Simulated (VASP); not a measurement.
Write the native input for VASP 6.6.1 that does the following.

- Task: single point
- Functional: LDA
- Potentials or basis: VASP PAW LDA potentials, release 64 (Ni, O)
- Cutoff: 520 eV
- k mesh: 11 × 11 × 11
- Occupations: fermi-dirac, width 0.05 eV
- Spin: collinear spin, ferromagnetic start
- Starting moments: [1.0, 0.0] μB
- Dipole correction: no
- Further INCAR settings: ALGO = Normal; EDIFF = 1e-07; NBANDS = 19

The structure of NiO lies in POSCAR:

```
NiO
1.0
    0.0000000000      2.0433202721      2.0433202721
    2.0433202721      0.0000000000      2.0433202721
    2.0433202721      2.0433202721      0.0000000000
Ni O
1 1
Direct
    0.0000000000      0.0000000000      0.0000000000
    0.5000000000      0.5000000000      0.5000000000
```

These files were run (other wordings do the same):

INCAR

```
PREC = Accurate
ENCUT = 520
EDIFF = 1E-7
ISMEAR = -1
SIGMA = 0.05
LREAL = F
LASPH = T
NELM = 150
ALGO = Normal
ISIF = 2
LWAVE = F
LCHARG = F
ISPIN = 2
MAGMOM = 1 0
LORBIT = 11
LMAXMIX = 4
GGA = CA
NBANDS = 19
```

KPOINTS

```
regular mesh
0
Gamma
  11 11 11
```

Potentials or basis: VASP PAW LDA potentials, release 64 (Ni, O).

Run with:

```console
$ cat potpaw_LDA.64/Ni/POTCAR potpaw_LDA.64/O/POTCAR > POTCAR
$ mpirun -np 1 vasp_std > vasp.out
```

It gave:

| Item | Value |
| --- | --- |
| Pressure | -7.4 GPa |
| Net moment | 0.27 μB per cell |
| Site moments | Ni +0.22; O +0.04 μB |
| Valence electrons inside the program's atomic spheres | Ni 9.21; O 4.93 |

Caveat: the cell stands under tension.

Run time: 46 s on 1 thread of Intel Xeon 8259CL, with other jobs on the host, peak memory 0.15 GiB.
